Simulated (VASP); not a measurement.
C:

```
C
1.0
     0.00000    1.78340    1.78340
     1.78340    0.00000    1.78340
     1.78340    1.78340    0.00000
C
2
Direct
  0.50000 0.50000 0.50000
  0.75000 0.75000 0.75000
```

```yaml
Program: VASP 6.6.1
Task: relaxation of cell and atoms
Functional: LDA
Potentials_or_basis: VASP PAW LDA potentials, release 64 (C)
Cutoff: 600 eV
k_mesh: 10 × 10 × 10
Occupations: gaussian, width 0.1 eV
Spin: no spin polarisation
```

At the start: pressure -12.4 GPa; volume 5.67 Å³/atom.

How do energy, volume and symmetry change on relaxing?

Over 3 steps the energy falls by 6.2 meV/atom and the volume is 5.52 Å³/atom (-2.7 %); space group Fd-3m (No. 227, to 0.05 Å).

Step by step:
```csv
step,energy change (eV),largest force (eV/Å),pressure (GPa),volume (Å³)
1,0.0000,0.0000,-12.39,11.34
2,0.0090,0.0000,17.98,10.64
3,-0.0124,0.0000,-0.11,11.03
```

Final structure:
```xyz
2
Lattice="0.0000 1.7670 1.7670 1.7670 0.0000 1.7670 1.7670 1.7670 0.0000" Properties=species:S:1:pos:R:3 pbc="T T T"
C     1.7670    1.7670    1.7670
C     2.6504    2.6504    2.6504
```
